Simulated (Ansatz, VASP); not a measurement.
**One calculation of HgPt2, two programs**

```xyz
3
Lattice="1.4516 0.8381 7.0706 -1.4516 0.8381 7.0706 0.0000 -1.6761 7.0706" Properties=species:S:1:pos:R:3 pbc="T T T"
Hg    0.0000    0.0000    0.0000
Pt    0.0000    0.0000   16.5147
Pt    0.0000    0.0000    4.6970
```

Alike in both runs: functional PBE; k mesh 6 × 6 × 6; occupations gaussian, width 0.1 eV; no spin polarisation.

Ansatz relaxed the structure, and its values are those at the end. VASP's run is a single point on that final structure, the one shown.

|  | VASP | Ansatz |
| --- | --- | --- |
| version | VASP 6.6.1 | Ansatz 0.2.0 |
| potentials or method | VASP PAW PBE potentials, release 64 (Hg_sv_GW, Pt_sv_GW), cutoff 570 eV | scalar-relativistic, plane waves, PAW |
| valence electrons in the cell | 56 | 56 |

|  | VASP | Ansatz | Ansatz less VASP |
| --- | --- | --- | --- |
| gap on the k mesh at the Fermi level (eV) | none | none | - |
| pressure (GPa) | -1.3 | -0.4 | +0.93 |
| rms of the force components (eV/Å) | 0.003 | 0.002 | -0.0018 |

A gap of «none» marks a metal or a gap that the smearing closes.

The k mesh is coarse, so the values compare programs but aren't converged. Spin-orbit coupling is off throughout.
